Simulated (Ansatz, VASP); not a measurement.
Two plane-wave programs on PbSe

The input INCAR:

```
SYSTEM = PbSe
ALGO     = Normal         ! electronic algorithm
EDIFF    = 1E-7           ! SCF threshold, eV
ENCUT    = 520            ! plane-wave cutoff, eV
GGA      = PE             ! functional
ISIF     = 2              ! what is computed and relaxed
ISMEAR   = 0              ! smearing method
LASPH    = .TRUE.         ! aspherical terms in the spheres
LCHARG   = .TRUE.         ! write CHGCAR
LELF     = .TRUE.         ! ELF
LREAL    = .FALSE.        ! projectors in reciprocal space
LVHAR    = .TRUE.       
LWAVE    = .FALSE.        ! write WAVECAR
NBANDS   = 17             ! bands
NELM     = 80             ! most SCF steps
PREC     = Accurate       ! precision mode
SIGMA    = 0.01           ! smearing width, eV
```

File KPOINTS:

```
k-points
0
G
  6 6 6
  0 0 0
```

POSCAR

```
PbSe
1.0
    0.0000000000      3.5164283257      3.5164283257
    3.5164283257      0.0000000000      3.5164283257
    3.5164283257      3.5164283257      0.0000000000
Pb Se
1 1
Direct
    0.0000000000      0.0000000000      0.0000000000
    0.2500000000      0.2500000000      0.2500000000
```

Input for Ansatz:

```yaml
crystal:
  lattice:
    - [0.0, 3.5164283257, 3.5164283257]
    - [3.5164283257, 0.0, 3.5164283257]
    - [3.5164283257, 3.5164283257, 0.0]
  atoms:
    - { symbol: Pb, position: [0.0, 0.0, 0.0] }
    - { symbol: Se, position: [0.25, 0.25, 0.25] }
kpoints:
  mp_grid: { grid: [6, 6, 6] }
hamiltonian:
  xc: pbe
scf:
  occupations: { method: fixed }
  n_extra_bands: 4
output:
  forces: true
  stress: true
  eigenvalues: true
```

Alike in both runs: task single point; functional PBE; k mesh 6 × 6 × 6; no spin polarisation.

```csv
,VASP,Ansatz
version,VASP 6.6.1,Ansatz 0.2.0
potentials or method,"VASP PAW PBE potentials, release 64 (Pb_d, Se)","plane waves, PAW"
plane-wave cutoff (eV),520,420
occupations,"gaussian, width 0.01 eV",fixed
valence electrons in the cell,20,30
```

|  | VASP | Ansatz | Ansatz less VASP |
| --- | --- | --- | --- |
| gap on the k mesh at the Fermi level (eV) | 0.90 | 0.90 | -0.001 |
| pressure (GPa) | -1.6 | -1.6 | +0.02 |

VASP's potentials hold 20 valence electrons a cell and Ansatz's 30, so a difference there can come from the potentials and not from the codes.

Neither program's run includes spin-orbit coupling.
